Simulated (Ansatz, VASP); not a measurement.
## Two plane-wave programs on SnO2

```
O Sn
1.0
     4.76899    0.00000    0.00000
     0.00000    5.74984    0.00000
     0.00000    0.00000   21.96018
O Sn
12 6
Direct
  0.17923 0.98557 0.34083
  0.32077 0.48557 0.34083
  0.68370 0.89893 0.41172
  0.81630 0.39893 0.41172
  0.18693 0.67198 0.46689
  0.31307 0.17198 0.46689
  0.68693 0.57972 0.53311
  0.81307 0.07972 0.53311
  0.18370 0.35278 0.58828
  0.31630 0.85278 0.58828
  0.67923 0.26613 0.65917
  0.82077 0.76613 0.65917
  0.03720 0.69927 0.38037
  0.46280 0.19927 0.38037
  0.00000 0.37585 0.50000
  0.50000 0.87585 0.50000
  0.96280 0.05243 0.61963
  0.53720 0.55243 0.61963
```

Alike in both runs: functional PBEsol; k mesh 6 × 5 × 1; occupations gaussian, width 0.05 eV; no spin polarisation.

Ansatz relaxed the structure, and its values are those at the end. VASP's run is a single point on that final structure, the one shown.

|  | VASP | Ansatz |
| --- | --- | --- |
| version | VASP 6.6.1 | Ansatz 0.2.0 |
| potentials or method | VASP PAW PBE potentials, release 64 (O, Sn_d), cutoff 520 eV | scalar-relativistic, plane waves, PAW |
| valence electrons in the cell | 156 | 156 |

Ansatz gave:

```
gap on the k mesh at the Fermi level (eV) : 0.81
least direct gap on the mesh (eV)         : 0.81
rms of the force components (eV/Å)        : 0.004
```

Task: Which values does VASP return?

Result: gap on the k mesh at the Fermi level (eV): 0.79; least direct gap on the mesh (eV): 0.79; rms of the force components (eV/Å): 0.025.

VASP's potentials were made for PBE, not for PBEsol. With one functional, cell and mesh, what is left measures potentials, basis and numerics. Ansatz's warnings: xc potential rough in thin density.
